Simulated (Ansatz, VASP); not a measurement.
## Ba: VASP beside Ansatz

Contents of INCAR:

```
SYSTEM = Ba
PREC = Accurate
ENCUT = 520
EDIFF = 1E-8
ISMEAR = -1
SIGMA = 0.05
LREAL = .FALSE.
LASPH = .TRUE.
NELM = 80
ALGO = Normal
ISIF = 2
LWAVE = .FALSE.
LCHARG = .FALSE.
GGA = PE
LEFG = .TRUE.
NBANDS = 11
```

KPOINTS

```
regular mesh
0
G
  13 13 13
  0 0 0
```

POSCAR

```
Ba
1.0
    3.8832030300      0.0000000000      0.0000000000
    0.0000000000      3.8832030300      0.0000000000
    0.0000000000      0.0000000000      3.8832030300
Ba
1
Direct
    0.0000000000      0.0000000000      0.0000000000
```

Input for Ansatz:

```yaml
crystal:
  lattice:
    - [3.88320303, 0.0, 0.0]
    - [0.0, 3.88320303, 0.0]
    - [0.0, 0.0, 3.88320303]
  atoms:
    - { symbol: Ba, position: [0.0, 0.0, 0.0] }
kpoints:
  mp_grid: { grid: [13, 13, 13] }
scf:
  occupations: { method: fermi_dirac, width: 0.05 }
hamiltonian:
  xc: pbe
  pseudopotentials: { kind: paw }
output:
  forces: true
  stress: true
  eigenvalues: true
  efg: { contact_densities: true }
```

Change from the starting cell: volume scaled by 0.95, PAW files.

Alike in both runs: task electric field gradients; functional PBE; k mesh 13 × 13 × 13; occupations fermi-dirac, width 0.05 eV; no spin polarisation.

```csv
,VASP,Ansatz
version,VASP 6.6.1,Ansatz 0.2.0
potentials or method,"VASP PAW PBE potentials, release 64 (Ba_sv)","PAW with Ansatz's default frozen-core files, scalar-relativistic"
plane-wave cutoff (eV),520,420
valence electrons in the cell,10,10
```

|  | VASP | Ansatz | Ansatz less VASP |
| --- | --- | --- | --- |
| pressure (GPa) | 0.6 | 0.4 | -0.16 |

The functional is the same, so the differences come from potentials, cutoffs and numerics.

Spin-orbit coupling is off throughout.
